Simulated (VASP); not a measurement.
Wanted: the native input for a VASP 6.6.1 run.

```yaml
Task: single point
Functional: PBEsol
Potentials_or_basis: VASP PAW PBE potentials, release 64 (Mg, S)
Cutoff: 600 eV
k_mesh: 4 × 4 × 4
Occupations: gaussian, width 0.1 eV
Spin: no spin polarisation
Dipole_correction: no
Further_INCAR_settings: ALGO = Normal; EDIFF = 1e-06; NBANDS = 16
```

The structure of MgS (m) lies in POSCAR:

```
MgS
1.0
    3.9898611379      0.0000000000      0.0000000000
    0.0000000000      5.6425157332      0.0000000000
    0.0000000000      0.0000000000      4.0042935465
Mg S
2 2
Direct
    0.0000000000      0.0000000000      0.0000000000
    0.5000000000      0.5000000000      0.5000000000
    0.0000000000      0.2500000000      0.5000000000
    0.5000000000      0.7500000000      0.0000000000
```

The input as run:

INCAR

```
SYSTEM = MgS
PREC = Accurate ; ENCUT = 600
EDIFF = 1E-6 ; ISMEAR = 0
SIGMA = 0.1 ; LREAL = .False.
LASPH = .True. ; NELM = 120
ALGO = Normal ; ISIF = 2
LWAVE = .False. ; LCHARG = .True.
GGA = PS ; LELF = .True.
LVHAR = .True. ; NBANDS = 16
GGA_COMPAT = .False.
```

KPOINTS

```
Automatic mesh
0
Gamma
  4 4 4
  0 0 0
```

Potentials or basis: VASP PAW PBE potentials, release 64 (Mg, S).

Run with:

```sh
$ cat potpaw_PBE.64/Mg/POTCAR potpaw_PBE.64/S/POTCAR > POTCAR
$ mpirun -np 1 vasp_std > vasp.out
```

It gave:

The pressure is 0.0 GPa, the largest force is 0.023 eV/Å and the band gap on the k mesh is 3.32 eV.

Caveat: the PAW data sets were made with another functional, which shifts forces and pressure a little.

Wall time 26 s on 1 thread of Intel Xeon 6975P-C, on a shared host, peak memory 0.23 GiB.
